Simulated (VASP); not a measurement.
# NaCl (Fm-3m) in VASP: further runs

Runs on NaCl. Level: r2SCAN. Tasks: single point, relaxation of the atoms.

All numbers are computed with VASP 6.6.1; they aren't measurements. Logs are shortened: lines on timing, memory, paths and dates and some standing lists are left out, and cuts for length are marked.

## Step 1: The cell of the first run

Symmetry: Fm-3m, No. 225, cubic system. The conventional cell has a = 5.786 Å, b = 5.786 Å, c = 5.786 Å, α = 90.00°, β = 90.00°, γ = 90.00°. Within 3.8 Å of Na (site symmetry m-3m) lie 6 Cl at 2.89 Å. Within 3.8 Å of Cl (site symmetry m-3m) lie 6 Na at 2.89 Å.

## Step 2: Single point, r2SCAN

Input file POSCAR:

```
NaCl
1.0
    0.0000000000      2.8928830000      2.8928830000
    2.8928830000      0.0000000000      2.8928830000
    2.8928830000      2.8928830000      0.0000000000
Na Cl
1 1
Direct
    0.0000000000      0.0000000000      0.0000000000
    0.5000000000      0.5000000000      0.5000000000
```

Input file INCAR.step1:

```
  PREC = Accurate
  ENCUT = 520
  ISMEAR = 1
  SIGMA = 0.0138
  LREAL = F
  LASPH = T
  NELM = 80
  NBANDS = 14
  GGA = PE
  ALGO = Normal
  EDIFF = 1E-4
  LWAVE = T
  LCHARG = F
```

Input file INCAR.step2:

```
  PREC = Accurate
  ENCUT = 520
  EDIFF = 1E-6
  ISMEAR = 1
  SIGMA = 0.0138
  LREAL = F
  LASPH = T
  NELM = 80
  ALGO = Normal
  ISIF = 2
  LWAVE = F
  LCHARG = F
  METAGGA = R2SCAN
  LMIXTAU = T
  NBANDS = 14
  ISTART = 1
```

Input file KPOINTS:

```
Automatic mesh
0
Gamma
  8 8 8
```

Potentials or basis: VASP PAW PBE potentials, release 64 (Na_pv, Cl).

Run with:

```console
cat potpaw_PBE.64/Na_pv/POTCAR potpaw_PBE.64/Cl/POTCAR > POTCAR
cp INCAR.step1 INCAR
mpirun -np 1 vasp_std > vasp.out
cp INCAR.step2 INCAR
mpirun -np 1 vasp_std > vasp.out
```

OUTCAR:

```text
PREC = Accurate
   ENCUT = 520
   EDIFF = 1E-6
   ISMEAR = 1
   LREAL = F
   LASPH = T
   NELM = 80
   ISIF = 2
   METAGGA = R2SCAN
   ISTART = 1

 ion  position               nearest neighbor table
   1  0.000  0.000  0.000-
   2  0.500  0.500  0.500-

  LATTYP: Found a face centered cubic cell.
 ALAT       =     5.7857660000

  Lattice vectors:

 A1 = (   0.0000000000,   2.8928830000,   2.8928830000)
 A2 = (   2.8928830000,   0.0000000000,   2.8928830000)
 A3 = (   2.8928830000,   2.8928830000,   0.0000000000)

Analysis of symmetry for initial positions (statically):
=====================================================================
 Subroutine PRICEL returns:
 Original cell was already a primitive cell.

 Routine SETGRP: Setting up the symmetry group for a
 face centered cubic supercell.

 Subroutine GETGRP returns: Found 48 space group operations
 (whereof 48 operations were pure point group operations)
 out of a pool of 48 trial point group operations.

The static configuration has the point symmetry O_h .

Analysis of symmetry for dynamics (positions and initial velocities):
=====================================================================
 Subroutine PRICEL returns:
 Original cell was already a primitive cell.

 Routine SETGRP: Setting up the symmetry group for a
 face centered cubic supercell.

 Subroutine GETGRP returns: Found 48 space group operations
 (whereof 48 operations were pure point group operations)
 out of a pool of 48 trial point group operations.

The dynamic configuration has the point symmetry O_h .

 Subroutine INISYM returns: Found 48 space group operations
 (whereof 48 operations are pure point group operations),
 and found     1 'primitive' translations

----------------------------------------------------------------------------------------

                                     Primitive cell

  volume of cell :      48.4198

  direct lattice vectors                    reciprocal lattice vectors
     0.000000000  2.892883000  2.892883000    -0.172837961  0.172837961  0.172837961
     2.892883000  0.000000000  2.892883000     0.172837961 -0.172837961  0.172837961
     2.892883000  2.892883000  0.000000000     0.172837961  0.172837961 -0.172837961

  length of vectors
     4.091154373  4.091154373  4.091154373     0.299364130  0.299364130  0.299364130
[... 87 lines left out ...]
   ISIF   =      2    stress and relaxation
   ISYM   =      2    0-nonsym 1-usesym 2-fastsym
   POTIM  = 0.5000    time-step for ionic-motion
   TEBEG  =    0.0;   TEEND  =   0.0 temperature during run
   PSTRESS=    0.0 pullay stress
   NELECT =      14.0000    total number of electrons
   NUPDOWN=      -1.0000    fix difference up-down
   EMIN   =  10.00;   EMAX   =-10.00  energy-range for DOS
   EFERMI =   0.00;   METHOD = LEGACY
   ISMEAR =     1;   SIGMA  =   0.01  broadening in eV -4-tet -1-fermi 0-gaus
   EFERMI_NEDOS =   21; number of points for ismear=-14 and -15
   IALGO  =     38    algorithm
   IMIX   =      4    mixing-type and parameters
     AMIX     =   0.40;   BMIX     =  1.00
     AMIX_MAG =   1.60;   BMIX_MAG =  1.00
  volume/ion in A,a.u.               =      24.21       163.38
  Fermi-wavevector in a.u.,A,eV,Ry     =   1.082538  2.045701 15.944523  1.171889
  Thomas-Fermi vector in A             =   2.218582
   LORBIT       =      0    0 simple, 1 ext, 2 COOP (PROOUT), +10 PAW based schemes
   METAGGA = R2SCAN    functional components
   LHFCALC =     F    Hartree Fock is set to
   AEXX    =    0.0000 exact exchange contribution
   IVDW    =     0    specifies the selected vdW correction
   LEPSILON=     F    determine dielectric tensor
   LRPA    =     F    only Hartree local field effects (RPA)
 non-spin polarized calculation
 Methfessel and Paxton  Order N= 1 SIGMA  =   0.01
  energy-cutoff  :      520.00
  volume of cell :       48.42
 maximum number of plane-waves:      1323
   NGX = 15   NGY = 15   NGZ = 15

 number of electron      13.9999997 magnetization

 Free energy of the ion-electron system (eV)
  ---------------------------------------------------
  ext. energy  EPLUGINS =         0.00000000
  ---------------------------------------------------
  free energy    TOTEN  =       -13.75399928 eV

  energy without entropy =      -13.75399928  energy(sigma->0) =      -13.75399928

 E-fermi :  -1.4687     XC(G=0):  -8.2908

 val. band max:       -1.5790248605   @ k =   0.0000   0.0000   0.0000
 cond. band min:       4.0426386518   @ k =   0.0000   0.0000   0.0000
 fundamental gap:      5.6216635123
 Fermi energy:        -1.4687417534

 k-point     1 :       0.0000    0.0000    0.0000
  band No.  band energies     occupation
      1     -23.2515      2.00000
      2     -23.2513      2.00000
      3     -23.2513      2.00000
      4     -14.6391      2.00000
      5      -1.5790      2.00000
      6      -1.5790      2.00000
      7      -1.5790      2.00000
      8       4.0426      0.00000
      9      10.0970      0.00000
     10      10.0971      0.00000
     11      10.0971      0.00000
     12      12.2543      0.00000
     13      12.2543      0.00000
     14      13.6729      0.00000
[... 377 lines left out ...]
      1     -23.2670      2.00000
      2     -23.2568      2.00000
      3     -23.2542      2.00000
      4     -14.3407      2.00000
      5      -3.0376      2.00000
      6      -2.2552      2.00000
      7      -1.9458      2.00000
      8       7.2294      0.00000
      9       8.5679      0.00000
     10       9.1094      0.00000
     11      10.7248      0.00000
     12      13.2008      0.00000
     13      14.5033      0.00000
     14      15.4963      0.00000

 [... further k-points ...]

------------------------ aborting loop because EDIFF is reached ----------------------------------------

  FORCE on cell =-STRESS in cart. coord.  units (eV):
  Direction    XX          YY          ZZ          XY          YZ          ZX
  --------------------------------------------------------------------------------------
  -------------------------------------------------------------------------------------
  Total       -0.7011620     -0.7011620     -0.7011620      0.0000000      0.0000000      0.0000000
  in kB      -23.2009814    -23.2009814    -23.2009814      0.0000000      0.0000000      0.0000000
  external PRESSURE =     -23.2009814 kB  Pullay stress =       0.0000000 kB

 VOLUME and BASIS-vectors are now :
 -----------------------------------------------------------------------------
  energy-cutoff  :      520.00
  volume of cell :       48.42
      direct lattice vectors                 reciprocal lattice vectors
     0.000000000  2.892883000  2.892883000    -0.172837961  0.172837961  0.172837961
     2.892883000  0.000000000  2.892883000     0.172837961 -0.172837961  0.172837961
     2.892883000  2.892883000  0.000000000     0.172837961  0.172837961 -0.172837961

 POSITION                                       TOTAL-FORCE (eV/Angst)
 -----------------------------------------------------------------------------------
      0.00000      0.00000      0.00000        -0.000000      0.000000      0.000000
      2.89288      2.89288      2.89288         0.000000     -0.000000     -0.000000
 -----------------------------------------------------------------------------------
    total drift:                                0.000000      0.000000      0.000000

  FREE ENERGIE OF THE ION-ELECTRON SYSTEM (eV)
  ---------------------------------------------------
  free  energy   TOTEN  =       -13.7539992755 eV

  energy  without entropy=      -13.7539992755  energy(sigma->0) =      -13.75399928
```

It took 70 s on 1 thread of Intel Xeon Platinum 8375C at 2.90GHz (Ice Lake), shared host; peak memory 0.17 GiB.

What came out:

| Quantity | Value |
| --- | --- |
| Free energy | -13.7540 eV |
| Pressure | -2.3 GPa |
| Band gap on the k mesh | 5.62 eV |

Levels at points of the mesh, in eV from the valence-band top:
```csv
k point,band 5,band 6,band 7,band 8,band 9,band 10
"(0.00, 0.00, 0.00)",0.00,0.00,0.00,5.62,11.68,11.68
"(0.50, 0.00, 0.00)",-1.70,-0.24,-0.24,7.79,10.99,11.58
"(0.50, 0.50, 0.00)",-1.49,-0.54,-0.54,8.22,8.66,11.64
```

Caveat: the PAW data sets were made with another functional, which shifts forces and pressure a little.

## Step 3: Relaxation of the atoms, r2SCAN

POSCAR is that of step 2.

Input file INCAR.step1:

```
SYSTEM = NaCl
PREC = Accurate
ENCUT = 520
ISMEAR = 1
SIGMA = 0.0138
LREAL = .False.
LASPH = .True.
NELM = 100
GGA = PE
ALGO = Normal
EDIFF = 1E-4
LWAVE = .True.
LCHARG = .False.
```

Input file INCAR.step2:

```
SYSTEM = NaCl
PREC = Accurate
ENCUT = 520
EDIFF = 1E-6
ISMEAR = 1
SIGMA = 0.0138
LREAL = .False.
LASPH = .True.
NELM = 100
ALGO = Normal
ISIF = 2
LWAVE = .False.
LCHARG = .False.
METAGGA = R2SCAN
LMIXTAU = .True.
IBRION = 2
NSW = 60
EDIFFG = -0.03
ISTART = 1
```

Input file KPOINTS:

```
Automatic mesh
0
Gamma
  8 8 8
  0 0 0
```

Potentials or basis: VASP PAW PBE potentials, release 64 (Na_pv, Cl).

Run with:

```console
cat potpaw_PBE.64/Na_pv/POTCAR potpaw_PBE.64/Cl/POTCAR > POTCAR
cp INCAR.step1 INCAR
mpirun -np 1 vasp_std > vasp.out
cp INCAR.step2 INCAR
mpirun -np 1 vasp_std > vasp.out
```

Wall time 68 s (1 thread of Intel Xeon Platinum 8375C at 2.90GHz (Ice Lake), shared host); peak memory 0.16 GiB.

The run converged. Its results:

| Item | Value |
| --- | --- |
| Free energy | -13.7540 eV |
| Pressure after relaxing | -2.3 GPa |
| Band gap on the k mesh | 5.62 eV |

Final structure:
```
Na Cl
1.0
     0.00000    2.89288    2.89288
     2.89288    0.00000    2.89288
     2.89288    2.89288    0.00000
Na Cl
1 1
Direct
  0.00000 0.00000 0.00000
  0.50000 0.50000 0.50000
```

Levels at points of the mesh, in eV from the valence-band top:
| k point | band 3 | band 4 | band 5 | band 6 | band 7 | band 8 | band 9 | band 10 | band 11 |
| --- | --- | --- | --- | --- | --- | --- | --- | --- | --- |
| (0.00, 0.00, 0.00) | -21.67 | -13.06 | 0.00 | 0.00 | 0.00 | 5.62 | 11.68 | 11.68 | 11.68 |
| (0.50, 0.00, 0.00) | -21.67 | -12.79 | -1.70 | -0.24 | -0.24 | 7.79 | 10.99 | 11.58 | 11.58 |
| (0.50, 0.50, 0.00) | -21.68 | -12.75 | -1.49 | -0.54 | -0.54 | 8.22 | 8.66 | 11.64 | 15.21 |

Caveat: the relaxation stopped at its first step, so nothing moved; the PAW data sets were made with another functional, which shifts forces and pressure a little.
